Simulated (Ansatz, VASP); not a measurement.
**AlRu4 in VASP and in Ansatz**

```
Al Ru
1.0
     2.75021    0.00000    0.00000
    -1.37511    2.38175    0.00000
     0.00000    0.00000   10.59233
Al Ru
1 4
Direct
  0.00000 0.00000 0.00000
  0.33333 0.66667 0.20000
  0.66667 0.33333 0.80000
  0.66667 0.33333 0.40191
  0.33333 0.66667 0.59809
```

Alike in both runs: functional PBE; k mesh 12 × 12 × 4; occupations gaussian, width 0.1 eV; no spin polarisation.

Ansatz relaxed the structure, and its values are those at the end. VASP's run is a single point on that final structure, the one shown.

|  | VASP | Ansatz |
| --- | --- | --- |
| version | VASP 6.6.1 | Ansatz 0.2.0 |
| potentials or method | VASP PAW PBE potentials, release 64 (Al, Ru_pv), cutoff 520 eV | scalar-relativistic, plane waves, PAW |
| valence electrons in the cell | 59 | 67 |

```csv
,VASP,Ansatz,Ansatz less VASP
gap on the k mesh at the Fermi level (eV),none,none,-
pressure (GPa),-0.1,0.0,+0.07
```

A gap of «none» marks a metal or a gap that the smearing closes. VASP's potentials hold 59 valence electrons a cell and Ansatz's 67, so a difference there can come from the potentials and not from the codes.
